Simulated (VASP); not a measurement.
Runs of VASP 6.6.1 on MgI2. The structure is cubic, space group Fm-3m (No. 225). Conventional cell: a = 7.511 Å, b = 7.511 Å, c = 7.511 Å, α = 90.00°, β = 90.00°, γ = 90.00°. Within 4.3 Å of Mg (site symmetry m-3m) lie 8 I at 3.25 Å. Within 4.3 Å of I (site symmetry -43m) lie 4 Mg at 3.25 Å and 6 I at 3.76 Å. 

| level | grid for exact exchange (PRECFOCK) | share of exact exchange | screening parameter | gap on the mesh (eV) | pressure (GPa) |
| --- | --- | --- | --- | --- | --- |
| PBE-based screened hybrid with 100 % exact exchange | Normal | 1 | 0.2078 1/Å | (a) | (b) |
| HSE06 | Normal | 0.25 | 0.2079 1/Å | 1.37 | (c) |
| PBEsol | - | - | - | 0.55 | -1.2 |
| PBE-based global hybrid with 50 % exact exchange | Normal | 0.5 | - | 3.64 | -1.3 |

Alike in all rows: task single point; potentials or basis VASP PAW PBE potentials, release 64 (Mg, I); no spin polarisation; cell as given; k mesh 4 × 4 × 4; cutoff (eV) 520; smearing gaussian 0.01 eV.

**Question.** Estimate the missing entries.

**Answer.** (a) 4.25; (b) -2.4; (c) -0.6.

Caveats: the PAW data sets were made with another functional, which shifts forces and pressure a little; spin-orbit coupling is left out, which moves the levels of the heavy elements.

A k mesh can miss the band edges, and the runs leave out spin-orbit coupling on I.
